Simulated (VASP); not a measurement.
Runs of VASP 6.6.1 on In. The structure is that of space group P6/mmm (No. 191), or close to it. The cells are those of the table. 

```tsv
task	cell	k mesh for the DOS	occupations for the DOS	gap on the mesh (eV)	pressure (GPa)
single point	a = 2.492, b = 2.492, c = 2.387 Å, angles 90.0, 90.0, 120.0°, 1 atom	-	-	none	208.3
single point	a = 2.396, b = 2.396, c = 2.296 Å, angles 90.0, 90.0, 120.0°, 1 atom	-	-	none	322.4
single point	a = 3.093, b = 3.093, c = 2.926 Å, angles 90.0, 90.0, 120.0°, 1 atom	-	-	none	7.7
single point	a = 2.823, b = 2.823, c = 2.687 Å, angles 90.0, 90.0, 120.0°, 1 atom	-	-	none	43.3
single point	a = 3.207, b = 3.207, c = 3.042 Å, angles 90.0, 90.0, 120.0°, 1 atom	-	-	none	1.8
single point	a = 2.667, b = 2.667, c = 2.548 Å, angles 90.0, 90.0, 120.0°, 1 atom	-	-	none	(a)
single point	a = 2.963, b = 2.963, c = 2.813 Å, angles 90.0, 90.0, 120.0°, 1 atom	-	-	none	(b)
```

Alike in all rows: level PBE; potentials or basis VASP PAW PBE potentials, release 64 (In_d); no spin polarisation; k mesh 15 × 15 × 14; cutoff (eV) 520; smearing fermi-dirac 0.1 eV.

Task: Fill in the values left out.

Result: (a) 93.4; (b) 19.7.

Caveats: spin-orbit coupling is left out, which moves the levels of the heavy elements.

A k mesh can miss the band edges, and the runs leave out spin-orbit coupling on In.

A gap of «none» marks levels without a gap at the run's occupations.
